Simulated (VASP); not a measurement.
# FeO (Fm-3m) in VASP: a series of runs

FeO is run at these levels: PBE; tasks: single point.

Everything below comes from runs of VASP 6.6.1. Logs are shortened: lines on timing, memory, paths and dates and some standing lists are left out, and cuts for length are marked.

**What was measured.**

From “W\"ustite: Electric, thermodynamic and optical properties of FeO”, 2012, arxiv:1203.1201, for a bulk crystal of FeO: band gap 2.4 eV (optical).

How close the calculation comes is told below.

## 1. The cell of the first run

The structure is cubic, space group Fm-3m (No. 225). The conventional cell has a = 4.339 Å, b = 4.339 Å, c = 4.339 Å, α = 90.00°, β = 90.00°, γ = 90.00°. Within 2.9 Å of Fe (site symmetry m-3m) lie 6 O at 2.17 Å. O (site symmetry m-3m) has 6 Fe at 2.17 Å within 2.9 Å.

## 2. Single point, PBE, collinear spin, ferromagnetic start (volume scaled by 1.02)

Contents of INCAR:

```
ALGO = Normal ; EDIFF = 1E-6
ENCUT = 520 ; GGA = PE
ISIF = 2 ; ISMEAR = -1
ISPIN = 2 ; LASPH = True
LCHARG = True ; LELF = True
LMAXMIX = 4 ; LORBIT = 11
LREAL = False ; LVHAR = True
LWAVE = False ; MAGMOM = 4 0
NBANDS = 18 ; NELM = 150
PREC = Accurate ; SIGMA = 0.05
```

Contents of KPOINTS:

```
k-points
0
Gamma
  11 11 11
```

Contents of POSCAR:

```
FeO
1.0
    0.0000000000      2.1696747492      2.1696747492
    2.1696747492      0.0000000000      2.1696747492
    2.1696747492      2.1696747492      0.0000000000
Fe O
1 1
Direct
    0.0000000000      0.0000000000      0.0000000000
    0.5000000000      0.5000000000      0.5000000000
```

Potentials or basis: VASP PAW PBE potentials, release 64 (Fe, O).

On the command line:

```sh
cat potpaw_PBE.64/Fe/POTCAR potpaw_PBE.64/O/POTCAR > POTCAR
mpirun -np 1 vasp_std > vasp.out
```

OUTCAR:

```text
EDIFF = 1E-6
   ENCUT = 520
   GGA = PE
   ISIF = 2
   ISMEAR = -1
   ISPIN = 2
   LASPH = True
   LORBIT = 11
   LREAL = False
   NELM = 150
   PREC = Accurate

 ion  position               nearest neighbor table
   1  0.000  0.000  0.000-   2 2.17   2 2.17   2 2.17   2 2.17   2 2.17   2 2.17
   2  0.500  0.500  0.500-   1 2.17   1 2.17   1 2.17   1 2.17   1 2.17   1 2.17

  LATTYP: Found a face centered cubic cell.
 ALAT       =     4.3393494984

  Lattice vectors:

 A1 = (   0.0000000000,   2.1696747492,   2.1696747492)
 A2 = (   2.1696747492,   0.0000000000,   2.1696747492)
 A3 = (   2.1696747492,   2.1696747492,   0.0000000000)

Analysis of symmetry for initial positions (statically):
=====================================================================
 Subroutine PRICEL returns:
 Original cell was already a primitive cell.

 Routine SETGRP: Setting up the symmetry group for a
 face centered cubic supercell.

 Subroutine GETGRP returns: Found 48 space group operations
 (whereof 48 operations were pure point group operations)
 out of a pool of 48 trial point group operations.

The static configuration has the point symmetry O_h .

Analysis of symmetry for dynamics (positions and initial velocities):
=====================================================================
 Subroutine PRICEL returns:
 Original cell was already a primitive cell.

 Routine SETGRP: Setting up the symmetry group for a
 face centered cubic supercell.

 Subroutine GETGRP returns: Found 48 space group operations
 (whereof 48 operations were pure point group operations)
 out of a pool of 48 trial point group operations.

The dynamic configuration has the point symmetry O_h .

Analysis of structural, dynamic, and magnetic symmetry:
=====================================================================
 Subroutine PRICEL returns:
 Original cell was already a primitive cell.

 Routine SETGRP: Setting up the symmetry group for a
 face centered cubic supercell.

 Subroutine GETGRP returns: Found 48 space group operations
 (whereof 48 operations were pure point group operations)
 out of a pool of 48 trial point group operations.

The overall configuration has the point symmetry O_h .

 Subroutine INISYM returns: Found 48 space group operations
 (whereof 48 operations are pure point group operations),
 and found     1 'primitive' translations

----------------------------------------------------------------------------------------

[... 113 lines left out ...]
  volume/ion in A,a.u.               =      10.21        68.93
  Fermi-wavevector in a.u.,A,eV,Ry     =   1.443376  2.727586 28.345492  2.083335
  Thomas-Fermi vector in A             =   2.561791
   LORBIT       =     11    0 simple, 1 ext, 2 COOP (PROOUT), +10 PAW based schemes
   GGA     = PE    functional components
   LHFCALC =     F    Hartree Fock is set to
   AEXX    =    0.0000 exact exchange contribution
   IVDW    =     0    specifies the selected vdW correction
   LEPSILON=     F    determine dielectric tensor
   LRPA    =     F    only Hartree local field effects (RPA)
 spin polarized calculation
  energy-cutoff  :      520.00
  volume of cell :       20.43
 maximum number of plane-waves:       560
   NGX = 11   NGY = 11   NGZ = 11

 number of electron      14.0000001 magnetization       3.9998879

 Free energy of the ion-electron system (eV)
  ---------------------------------------------------
  ext. energy  EPLUGINS =         0.00000000
  ---------------------------------------------------
  free energy    TOTEN  =       -14.93166459 eV

  energy without entropy =      -14.91938321  energy(sigma->0) =      -14.92552390

 E-fermi :   5.9862     XC(G=0): -12.0546

 val. band max:        5.9828767313   @ k =  -0.2727   0.3636   0.0909
 cond. band min:       5.9883472362   @ k =  -0.3636   0.2727   0.0909
 fundamental gap:      0.0054705050
 Fermi energy:         5.9862278821

 spin component 1

 k-point     1 :       0.0000    0.0000    0.0000
  band No.  band energies     occupation
      1     -14.5725      1.00000
      2       2.1367      1.00000
      3       2.1367      1.00000
      4       2.1367      1.00000
      5       2.2619      1.00000
      6       2.2619      1.00000
[... 493 lines left out ...]
     17      32.1695      0.00000
     18      33.9412      0.00000

 [... further k-points ...]

 spin component 2

 k-point     1 :       0.0000    0.0000    0.0000
  band No.  band energies     occupation
      1     -14.0472      1.00000
      2       2.8105      1.00000
      3       2.8105      1.00000
      4       2.8105      1.00000
      5       5.2802      1.00000
      6       5.2805      1.00000
[... 493 lines left out ...]
     17      32.9445      0.00000
     18      34.6821      0.00000

 [... further k-points ...]

------------------------ aborting loop because EDIFF is reached ----------------------------------------

  FORCE on cell =-STRESS in cart. coord.  units (eV):
  Direction    XX          YY          ZZ          XY          YZ          ZX
  --------------------------------------------------------------------------------------
  -------------------------------------------------------------------------------------
  Total       -0.4744918     -0.4744918     -0.4744918      0.0000000     -0.0000000      0.0000000
  in kB      -37.2156287    -37.2156287    -37.2156287      0.0000000     -0.0000000      0.0000000
  external PRESSURE =     -37.2156287 kB  Pullay stress =       0.0000000 kB

 VOLUME and BASIS-vectors are now :
 -----------------------------------------------------------------------------
  energy-cutoff  :      520.00
  volume of cell :       20.43
      direct lattice vectors                 reciprocal lattice vectors
     0.000000000  2.169674749  2.169674749    -0.230449287  0.230449287  0.230449287
     2.169674749  0.000000000  2.169674749     0.230449287 -0.230449287  0.230449287
     2.169674749  2.169674749  0.000000000     0.230449287  0.230449287 -0.230449287

 POSITION                                       TOTAL-FORCE (eV/Angst)
 -----------------------------------------------------------------------------------
      0.00000      0.00000      0.00000         0.000000      0.000000      0.000000
      2.16967      2.16967      2.16967        -0.000000     -0.000000     -0.000000
 -----------------------------------------------------------------------------------
    total drift:                                0.000000     -0.000000      0.000000

  FREE ENERGIE OF THE ION-ELECTRON SYSTEM (eV)
  ---------------------------------------------------
  free  energy   TOTEN  =       -14.9316645875 eV

  energy  without entropy=      -14.9193832140  energy(sigma->0) =      -14.92552390

 total charge

# of ion       s       p       d       tot
------------------------------------------
    1        0.282   0.345   6.072   6.700
    2        1.556   3.427   0.000   4.983
--------------------------------------------------
tot          1.838   3.772   6.072  11.683

 magnetization (x)

# of ion       s       p       d       tot
------------------------------------------
    1        0.027   0.021   3.574   3.622
    2        0.029   0.268   0.000   0.298
--------------------------------------------------
tot          0.056   0.289   3.574   3.919
```

Run time: 2.3 min. Hardware: 1 thread of AMD EPYC 7R13, shared host; peak memory 0.14 GiB.

What came out:

```yaml
Free_energy: -14.9317 eV
Pressure: -3.7 GPa
Band_gap_on_the_k_mesh: zero (filled and empty bands overlap)
Net_moment: 4.00 μB per cell
Site_moments: Fe +3.62; O +0.30 μB
Valence_electrons_inside_the_program's_atomic_spheres: Fe 6.70; O 4.98
```

Caveat: a cell with one magnetic atom can't hold antiferromagnetic order, which such compounds often take; semilocal functionals often make such compounds metallic where correlation or magnetic order opens a gap, which also shifts bond lengths.

## 3. Single point, PBE, collinear spin, ferromagnetic start (volume scaled by 1.04)

Contents of INCAR:

```
ALGO     = Normal         # electronic algorithm
EDIFF    = 1E-6           # SCF threshold, eV
ENCUT    = 520            # plane-wave cutoff, eV
GGA      = PE             # functional
ISIF     = 2              # what is computed and relaxed
ISMEAR   = -1             # smearing method
ISPIN    = 2              # spin polarisation
LASPH    = T              # aspherical terms in the spheres
LCHARG   = F              # write CHGCAR
LMAXMIX  = 4              # l up to which the mixer works
LORBIT   = 11             # projections on sites
LREAL    = F              # projectors in reciprocal space
LWAVE    = F              # write WAVECAR
MAGMOM   = 4 0            # initial moments
NBANDS   = 18             # bands
NELM     = 150            # most SCF steps
PREC     = Accurate       # precision mode
SIGMA    = 0.05           # smearing width, eV
```

KPOINTS is that of step 2.

Contents of POSCAR:

```
FeO
1.0
    0.0000000000      2.1837639411      2.1837639411
    2.1837639411      0.0000000000      2.1837639411
    2.1837639411      2.1837639411      0.0000000000
Fe O
1 1
Direct
    0.0000000000      0.0000000000      0.0000000000
    0.5000000000      0.5000000000      0.5000000000
```

Potentials or basis: VASP PAW PBE potentials, release 64 (Fe, O).

On the command line:

```sh
cat potpaw_PBE.64/Fe/POTCAR potpaw_PBE.64/O/POTCAR > POTCAR
mpirun -np 1 vasp_std > vasp.out
```

Run time: 2.2 min. Hardware: 1 thread of AMD EPYC 7R13, shared host; peak memory 0.14 GiB.

Results (log left out):

```yaml
Free_energy: -14.9190 eV
Pressure: -6.9 GPa
Band_gap_on_the_k_mesh: zero (filled and empty bands overlap)
Net_moment: 4.00 μB per cell
Site_moments: Fe +3.62; O +0.29 μB
Valence_electrons_inside_the_program's_atomic_spheres: Fe 6.67; O 4.97
```

Levels at points of the mesh, in eV from the Fermi level:
Spin up:
```csv
k point,band 7,band 8,band 9,band 10,band 11,band 12
"(0.00, 0.00, 0.00)",-3.66,-3.66,-3.66,-0.12,15.33,16.71
```
Spin down:
| k point | band 3 | band 4 | band 5 | band 6 | band 7 | band 8 |
| --- | --- | --- | --- | --- | --- | --- |
| (0.00, 0.00, 0.00) | -3.12 | -3.12 | -0.68 | -0.68 | -0.68 | 0.21 |

Caveat: a cell with one magnetic atom can't hold antiferromagnetic order, which such compounds often take; semilocal functionals often make such compounds metallic where correlation or magnetic order opens a gap, which also shifts bond lengths.

## 4. Single point, PBE, collinear spin, ferromagnetic start (volume scaled by 1.06)

Contents of INCAR:

```
ALGO = Normal ; EDIFF = 1E-6
ENCUT = 520 ; GGA = PE
ISIF = 2 ; ISMEAR = -1
ISPIN = 2 ; LASPH = T
LCHARG = F ; LMAXMIX = 4
LORBIT = 11 ; LREAL = F
LWAVE = F ; MAGMOM = 4 0
NBANDS = 18 ; NELM = 150
PREC = Accurate ; SIGMA = 0.05
```

KPOINTS is that of step 3.

Contents of POSCAR:

```
FeO
1.0
    0.0000000000      2.1976736406      2.1976736406
    2.1976736406      0.0000000000      2.1976736406
    2.1976736406      2.1976736406      0.0000000000
Fe O
1 1
Direct
    0.0000000000      0.0000000000      0.0000000000
    0.5000000000      0.5000000000      0.5000000000
```

On the command line:

```sh
cat potpaw_PBE.64/Fe/POTCAR potpaw_PBE.64/O/POTCAR > POTCAR
mpirun -np 1 vasp_std > vasp.out
```

It took 2.1 min on 1 thread of AMD EPYC 7R13, shared host; peak memory 0.14 GiB.

Results (log left out):

| Quantity | Value |
| --- | --- |
| Free energy | -14.8989 eV |
| Pressure | -9.8 GPa |
| Band gap on the k mesh | zero (filled and empty bands overlap) |
| Net moment | 4.00 μB per cell |
| Site moments | Fe +3.63; O +0.29 μB |
| Valence electrons inside the program's atomic spheres | Fe 6.64; O 4.96 |

Levels at points of the mesh, in eV from the Fermi level:
Spin up:
```tsv
k point	band 6	band 7	band 8	band 9	band 10	band 11	band 12	band 13
(0.00, 0.00, 0.00)	-3.66	-3.59	-3.59	-3.59	-0.21	15.26	16.56	16.56
```
Spin down:
```
           k point  band 2  band 3  band 4  band 5  band 6  band 7  band 8  band 9
(0.00, 0.00, 0.00)   -3.06   -3.06   -3.06   -0.66   -0.66   -0.66    0.22    0.22
```

Caveat: a cell with one magnetic atom can't hold antiferromagnetic order, which such compounds often take; semilocal functionals often make such compounds metallic where correlation or magnetic order opens a gap, which also shifts bond lengths.

[end of part 1 of 2]
